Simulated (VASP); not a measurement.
# InO in VASP: further runs

InO is run at these levels: r2SCAN; tasks: single point.

Program: VASP 6.6.1. These are calculated values, not measurements. Logs are shortened: lines on timing, memory, paths and dates and some standing lists are left out, and cuts for length are marked.

## Step 1: The cell of the first run

The cell holds a slab with vacuum, 4 atoms: a = 3.454 Å, b = 3.454 Å, c = 15.877 Å, α = 90.00°, β = 90.00°, γ = 120.00°.

## Step 2: Single point, r2SCAN

POSCAR

```
InO
1.0
    3.4536140000      0.0000000000      0.0000000000
   -1.7268070000      2.9909174589      0.0000000000
    0.0000000000      0.0000000000     15.8771000000
In O
2 2
Direct
    0.6666670000      0.3333330000      0.5900210000
    0.6666670000      0.3333330000      0.4099790000
    0.0000000000      0.0000000000      0.6398670000
    0.0000000000      0.0000000000      0.3601330000
```

INCAR.step1

```
SYSTEM = InO
  ALGO = Normal
  EDIFF = 1E-4
  ENCUT = 520
  GGA = PE
  ISMEAR = 0
  LASPH = .True.
  LCHARG = .False.
  LREAL = .False.
  LWAVE = .True.
  NBANDS = 27
  NELM = 80
  PREC = Accurate
  SIGMA = 0.01
```

INCAR.step2

```
SYSTEM = InO
  ALGO = Normal
  EDIFF = 1E-6
  ENCUT = 520
  ISIF = 2
  ISMEAR = 0
  ISTART = 1
  LASPH = .True.
  LCHARG = .False.
  LMIXTAU = .True.
  LREAL = .False.
  LWAVE = .False.
  METAGGA = R2SCAN
  NBANDS = 27
  NELM = 80
  PREC = Accurate
  SIGMA = 0.01
```

KPOINTS

```
k-points
0
Gamma
  6 6 1
  0 0 0
```

Potentials or basis: VASP PAW PBE potentials, release 64 (In_d, O).

Launch:

```sh
> cat potpaw_PBE.64/In_d/POTCAR potpaw_PBE.64/O/POTCAR > POTCAR
> cp INCAR.step1 INCAR
> mpirun -np 1 vasp_std > vasp.out
> cp INCAR.step2 INCAR
> mpirun -np 1 vasp_std > vasp.out
```

OUTCAR:

```text
SYSTEM = InO
   EDIFF = 1E-6
   ENCUT = 520
   ISIF = 2
   ISMEAR = 0
   ISTART = 1
   LASPH = .True.
   LREAL = .False.
   METAGGA = R2SCAN
   NELM = 80
   PREC = Accurate

 ion  position               nearest neighbor table
   1  0.667  0.333  0.590-   3 2.15   3 2.15   3 2.15   2 2.86
   2  0.667  0.333  0.410-   4 2.15   4 2.15   4 2.15   1 2.86
   3  0.000  0.000  0.640-   1 2.15   1 2.15   1 2.15
   4  0.000  0.000  0.360-   2 2.15   2 2.15   2 2.15

  LATTYP: Found a hexagonal cell.
 ALAT       =     3.4536140000
 C/A-ratio  =     4.5972421933

  Lattice vectors:

 A1 = (   3.4536140000,   0.0000000000,   0.0000000000)
 A2 = (  -1.7268070000,   2.9909174589,   0.0000000000)
 A3 = (   0.0000000000,   0.0000000000,  15.8771000000)

Analysis of symmetry for initial positions (statically):
=====================================================================
 Subroutine PRICEL returns:
 Original cell was already a primitive cell.

 Routine SETGRP: Setting up the symmetry group for a
 hexagonal supercell.

 Subroutine GETGRP returns: Found 12 space group operations
 (whereof 12 operations were pure point group operations)
 out of a pool of 24 trial point group operations.

The static configuration has the point symmetry D_3h.

Analysis of symmetry for dynamics (positions and initial velocities):
=====================================================================
 Subroutine PRICEL returns:
 Original cell was already a primitive cell.

 Routine SETGRP: Setting up the symmetry group for a
 hexagonal supercell.

 Subroutine GETGRP returns: Found 12 space group operations
 (whereof 12 operations were pure point group operations)
 out of a pool of 24 trial point group operations.

The dynamic configuration has the point symmetry D_3h.

 Subroutine INISYM returns: Found 12 space group operations
 (whereof 12 operations are pure point group operations),
 and found     1 'primitive' translations

----------------------------------------------------------------------------------------

                                     Primitive cell

  volume of cell :     164.0021

  direct lattice vectors                    reciprocal lattice vectors
     3.453614000  0.000000000  0.000000000     0.289551757  0.167172785  0.000000000
    -1.726807000  2.990917459  0.000000000     0.000000000  0.334345569  0.000000000
[... 70 lines left out ...]
   NELM   =     80;   NELMIN=  2; NELMDL=  0     # of ELM steps
   EDIFF  = 0.1E-05   stopping-criterion for ELM
   LREAL  =      F    real-space projection
   EDIFFG = 0.1E-04   stopping-criterion for IOM
   NSW    =      0    number of steps for IOM
   IBRION =     -1    ionic relax: 0-MD 1-quasi-New 2-CG
   NFREE  =      0    steps in history (QN), initial steepest desc. (CG)
   ISIF   =      2    stress and relaxation
   ISYM   =      2    0-nonsym 1-usesym 2-fastsym
   POTIM  = 0.5000    time-step for ionic-motion
   TEBEG  =    0.0;   TEEND  =   0.0 temperature during run
   PSTRESS=    0.0 pullay stress
   NELECT =      38.0000    total number of electrons
   NUPDOWN=      -1.0000    fix difference up-down
   EMIN   =  10.00;   EMAX   =-10.00  energy-range for DOS
   EFERMI =   0.00;   METHOD = LEGACY
   ISMEAR =     0;   SIGMA  =   0.01  broadening in eV -4-tet -1-fermi 0-gaus
   EFERMI_NEDOS =   21; number of points for ismear=-14 and -15
   IALGO  =     38    algorithm
   IMIX   =      4    mixing-type and parameters
     AMIX     =   0.40;   BMIX     =  1.00
     AMIX_MAG =   1.60;   BMIX_MAG =  1.00
  volume/ion in A,a.u.               =      41.00       276.69
  Fermi-wavevector in a.u.,A,eV,Ry     =   1.005510  1.900138 13.756165  1.011050
  Thomas-Fermi vector in A             =   2.138194
   LORBIT       =      0    0 simple, 1 ext, 2 COOP (PROOUT), +10 PAW based schemes
   METAGGA = R2SCAN    functional components
   LHFCALC =     F    Hartree Fock is set to
   AEXX    =    0.0000 exact exchange contribution
   IVDW    =     0    specifies the selected vdW correction
   LEPSILON=     F    determine dielectric tensor
   LRPA    =     F    only Hartree local field effects (RPA)
 non-spin polarized calculation
 Gauss-broadening in eV      SIGMA  =   0.01
  energy-cutoff  :      520.00
  volume of cell :      164.00
 maximum number of plane-waves:      4449
 NGX is ok and might be reduce to    28
   NGX = 13   NGY = 13   NGZ = 59

 number of electron      37.9999988 magnetization

 Free energy of the ion-electron system (eV)
  ---------------------------------------------------
  ext. energy  EPLUGINS =         0.00000000
  ---------------------------------------------------
  free energy    TOTEN  =       -62.09060333 eV

  energy without entropy =      -62.09060333  energy(sigma->0) =      -62.09060333

 E-fermi :  -1.8486     XC(G=0):  -4.9593

 val. band max:       -1.8978157496   @ k =   0.3333   0.3333   0.0000
 cond. band min:      -1.1902510902   @ k =   0.0000   0.0000   0.0000
 fundamental gap:      0.7075646593
 Fermi energy:        -1.8486333877

 k-point     1 :       0.0000    0.0000    0.0000
  band No.  band energies     occupation
      1     -20.5816      2.00000
      2     -20.5638      2.00000
      3     -15.8780      2.00000
      4     -15.8780      2.00000
      5     -15.8301      2.00000
      6     -15.8301      2.00000
[... 199 lines left out ...]
     26       7.8090      0.00000
     27       8.5397      0.00000

------------------------ aborting loop because EDIFF is reached ----------------------------------------

  FORCE on cell =-STRESS in cart. coord.  units (eV):
  Direction    XX          YY          ZZ          XY          YZ          ZX
  --------------------------------------------------------------------------------------
  -------------------------------------------------------------------------------------
  Total       -1.8423012     -1.8423012     -1.0352056      0.0000000      0.0000000      0.0000000
  in kB      -17.9978991    -17.9978991    -10.1131817      0.0000000      0.0000000      0.0000000
  external PRESSURE =     -15.3696599 kB  Pullay stress =       0.0000000 kB

 VOLUME and BASIS-vectors are now :
 -----------------------------------------------------------------------------
  energy-cutoff  :      520.00
  volume of cell :      164.00
      direct lattice vectors                 reciprocal lattice vectors
     3.453614000  0.000000000  0.000000000     0.289551757  0.167172785  0.000000000
    -1.726807000  2.990917459  0.000000000     0.000000000  0.334345569  0.000000000
     0.000000000  0.000000000 15.877100000     0.000000000  0.000000000  0.062983794

 POSITION                                       TOTAL-FORCE (eV/Angst)
 -----------------------------------------------------------------------------------
      1.72681      0.99697      9.36782        -0.000000      0.000000      0.204090
      1.72681      0.99697      6.50928        -0.000000      0.000000     -0.204090
      0.00000      0.00000     10.15923         0.000000     -0.000000     -0.342820
      0.00000      0.00000      5.71787         0.000000     -0.000000      0.342820
 -----------------------------------------------------------------------------------
    total drift:                               -0.000903      0.000521      0.000000

  FREE ENERGIE OF THE ION-ELECTRON SYSTEM (eV)
  ---------------------------------------------------
  free  energy   TOTEN  =       -62.0906033279 eV

  energy  without entropy=      -62.0906033279  energy(sigma->0) =      -62.09060333
```

OUTCAR.step1:

```text
SYSTEM = InO
   EDIFF = 1E-4
   ENCUT = 520
   GGA = PE
   ISMEAR = 0
   LASPH = .True.
   LREAL = .False.
   NELM = 80
[... 418 lines left out ...]
      1.72681      0.99697      6.50928        -0.000000      0.000000     -0.019987
      0.00000      0.00000     10.15923         0.000000     -0.000000     -0.012370
      0.00000      0.00000      5.71787         0.000000     -0.000000      0.012370
 -----------------------------------------------------------------------------------
    total drift:                               -0.000966      0.000557      0.000000

  FREE ENERGIE OF THE ION-ELECTRON SYSTEM (eV)
  ---------------------------------------------------
  free  energy   TOTEN  =       -19.4222914652 eV

  energy  without entropy=      -19.4222914652  energy(sigma->0) =      -19.42229147
```

Wall time 6.5 min (1 thread of Intel Xeon 8259CL, shared host); peak memory 0.33 GiB.

Results:

```
Free energy            : -62.0906 eV
Largest force          : 0.343 eV/Å
Band gap on the k mesh : 0.71 eV (least direct gap 1.44 eV)
```

Forces in eV/Å, atoms in the order of the input:
```
In   0.000  0.000  0.204
In   0.000  0.000 -0.204
O    0.000  0.000 -0.343
O    0.000  0.000  0.343
```

Levels at points of the mesh, in eV from the valence-band top:
| k point | band 16 | band 17 | band 18 | band 19 | band 20 | band 21 | band 22 | band 23 |
| --- | --- | --- | --- | --- | --- | --- | --- | --- |
| (0.00, 0.00, 0.00) | -1.78 | -1.74 | -1.74 | -0.73 | 0.71 | 3.74 | 6.78 | 6.87 |
| (0.50, 0.00, 0.00) | -2.68 | -2.58 | -2.06 | -0.23 | 2.62 | 4.67 | 5.88 | 7.50 |

Caveat: the PAW data sets were made with another functional, which shifts forces and pressure a little; spin-orbit coupling is left out, which moves the levels of the heavy elements.

## Step 3: Single point, r2SCAN

POSCAR is that of step 2.

INCAR.step1

```
ALGO = Normal
EDIFF = 1E-4
ENCUT = 520
GGA = PE
ISMEAR = 0
LASPH = T
LCHARG = F
LREAL = F
LWAVE = T
NBANDS = 27
NELM = 80
PREC = Accurate
SIGMA = 0.01
```

INCAR.step2

```
ALGO = Normal
EDIFF = 1E-6
ENCUT = 520
ISIF = 2
ISMEAR = 0
ISTART = 1
LASPH = T
LCHARG = F
LMIXTAU = T
LREAL = F
LWAVE = F
METAGGA = R2SCAN
NBANDS = 27
NELM = 80
PREC = Accurate
SIGMA = 0.01
```

KPOINTS

```
k-points
0
Gamma
  6 6 1
```

Potentials or basis: VASP PAW PBE potentials, release 64 (In_d, O).

Launch:

```sh
> cat potpaw_PBE.64/In_d/POTCAR potpaw_PBE.64/O/POTCAR > POTCAR
> cp INCAR.step1 INCAR
> mpirun -np 1 vasp_std > vasp.out
> cp INCAR.step2 INCAR
> mpirun -np 1 vasp_std > vasp.out
```

Wall time 5.9 min (1 thread of Intel Xeon 8259CL, shared host); peak memory 0.33 GiB.

Results (log left out):

- Free energy: -62.0906 eV
- Largest force: 0.343 eV/Å
- Band gap on the k mesh: 0.71 eV (least direct gap 1.44 eV)

Forces in eV/Å, atoms in the order of the input:
```
In   0.000  0.000  0.204
In   0.000  0.000 -0.204
O    0.000  0.000 -0.343
O    0.000  0.000  0.343
```

Levels at points of the mesh, in eV from the valence-band top:
```tsv
k point	band 15	band 16	band 17	band 18	band 19	band 20	band 21	band 22	band 23	band 24
(0.00, 0.00, 0.00)	-1.78	-1.78	-1.74	-1.74	-0.73	0.71	3.74	6.78	6.87	8.71
(0.50, 0.00, 0.00)	-2.69	-2.68	-2.58	-2.06	-0.23	2.62	4.67	5.88	7.50	8.73
```

Caveat: the PAW data sets were made with another functional, which shifts forces and pressure a little; spin-orbit coupling is left out, which moves the levels of the heavy elements.
